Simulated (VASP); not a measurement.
A run of VASP 6.6.1:

The input INCAR:

```
ALGO     = Normal         # electronic algorithm
EDIFF    = 1E-6           # SCF threshold, eV
ENCUT    = 520            # plane-wave cutoff, eV
GGA      = PE             # functional
ISIF     = 2              # what is computed and relaxed
ISMEAR   = -1             # smearing method
ISPIN    = 2              # spin polarisation
LASPH    = True           # aspherical terms in the spheres
LCHARG   = False          # write CHGCAR
LMAXMIX  = 4              # l up to which the mixer works
LORBIT   = 11             # projections on sites
LREAL    = False          # projectors in reciprocal space
LWAVE    = False          # write WAVECAR
MAGMOM   = 3 3            # initial moments
NBANDS   = 23             # bands
NELM     = 150            # most SCF steps
PREC     = Accurate       # precision mode
SIGMA    = 0.05           # smearing width, eV
```

KPOINTS

```
k-points
0
Gamma
  13 13 7
```

POSCAR

```
Cr
1.0
    1.1621450058     -2.4994896998      0.0000000000
    1.1621450058      2.4994896998      0.0000000000
    0.0000000000      0.0000000000      4.1177946463
Cr
2
Direct
    0.8705325800      0.1294674200      0.7500000000
    0.1294674200      0.8705325800      0.2500000000
```

Potentials or basis: VASP PAW PBE potentials, release 64 (Cr_pv).

Run with:

```bash
$ cat potpaw_PBE.64/Cr_pv/POTCAR > POTCAR
$ mpirun -np 1 vasp_std > vasp.out
```

Hardware: 1 thread of Intel Xeon 8259CL, with other jobs on the host.

Problem. Estimate the wall time of this run.

Solution. Wall time 3.2 min on 1 thread of Intel Xeon 8259CL, on a shared host, peak memory 0.27 GiB. Counts: scf iterations 15, k points 196.
